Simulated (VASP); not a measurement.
Wanted: the native input for a VASP 6.6.1 run.

* Task: single point
* Functional: r2SCAN
* Potentials or basis: VASP PAW PBE potentials, release 64 (Sn_d, O)
* Cutoff: 520 eV
* k mesh: 8 × 6 × 6
* Occupations: gaussian, width 0.05 eV
* Spin: no spin polarisation
* Dipole correction: no
* Further INCAR settings: ALGO = Normal; EDIFF = 1e-07; NBANDS = 28

The system is SnO.

```
Sn O
1.0
     3.35500    0.00000    0.00000
     0.00000    5.70247    0.00000
     0.00000    0.00000    4.22197
Sn O
2 2
Direct
  0.00000 0.23191 0.51314
  0.50000 0.76809 0.01314
  0.00000 0.89125 0.73686
  0.50000 0.10875 0.23686
```

This cell differs from its parent crystal: strain +0.0050 x Voigt [0, 1, 0, 0, 0, 0].

The input as run:

POSCAR

```
SnO
1.0
    3.3550050000      0.0000000000      0.0000000000
    0.0000000000      5.7024745200      0.0000000000
    0.0000000000      0.0000000000      4.2219700000
Sn O
2 2
Direct
    0.0000000000      0.2319090000      0.5131440000
    0.5000000000      0.7680910000      0.0131440000
    0.0000000000      0.8912500000      0.7368570000
    0.5000000000      0.1087500000      0.2368570000
```

INCAR.step1

```
PREC     = Accurate       # precision mode
ENCUT    = 520            # plane-wave cutoff, eV
ISMEAR   = 0              # smearing method
SIGMA    = 0.05           # smearing width, eV
LREAL    = F              # projectors in reciprocal space
LASPH    = T              # aspherical terms in the spheres
NELM     = 60             # most SCF steps
NBANDS   = 28             # bands
GGA      = PE             # functional
ALGO     = Normal         # electronic algorithm
EDIFF    = 1E-4           # SCF threshold, eV
LWAVE    = T              # write WAVECAR
LCHARG   = F              # write CHGCAR
```

INCAR.step2

```
PREC     = Accurate       # precision mode
ENCUT    = 520            # plane-wave cutoff, eV
EDIFF    = 1E-7           # SCF threshold, eV
ISMEAR   = 0              # smearing method
SIGMA    = 0.05           # smearing width, eV
LREAL    = F              # projectors in reciprocal space
LASPH    = T              # aspherical terms in the spheres
NELM     = 60             # most SCF steps
ALGO     = Normal         # electronic algorithm
ISIF     = 2              # what is computed and relaxed
LWAVE    = F              # write WAVECAR
LCHARG   = F              # write CHGCAR
METAGGA  = R2SCAN         # meta-GGA
LMIXTAU  = T            
NBANDS   = 28             # bands
ISTART   = 1
```

KPOINTS

```
regular mesh
0
Gamma
  8 6 6
```

Potentials or basis: VASP PAW PBE potentials, release 64 (Sn_d, O).

The run is started by

```bash
$ cat potpaw_PBE.64/Sn_d/POTCAR potpaw_PBE.64/O/POTCAR > POTCAR
$ cp INCAR.step1 INCAR
$ mpirun -np 1 vasp_std > vasp.out
$ cp INCAR.step2 INCAR
$ mpirun -np 1 vasp_std > vasp.out
```

It gave:

```
Pressure               : -3.0 GPa
Largest force          : 0.602 eV/Å
Band gap on the k mesh : 1.72 eV (least direct gap 2.36 eV)
```

Caveat: the cell differs from its parent crystal (strain +0.0050 x Voigt [0, 1, 0, 0, 0, 0]); the cell stands under tension; the PAW data sets were made with another functional, which shifts forces and pressure a little; spin-orbit coupling is left out, which moves the levels of the heavy elements.

Wall time 8 min on 1 thread of Intel(R) Xeon(R) Platinum 8259CL CPU @ 2.50GHz (Skylake/Cascade Lake), on a shared host, peak memory 0.3 GiB.
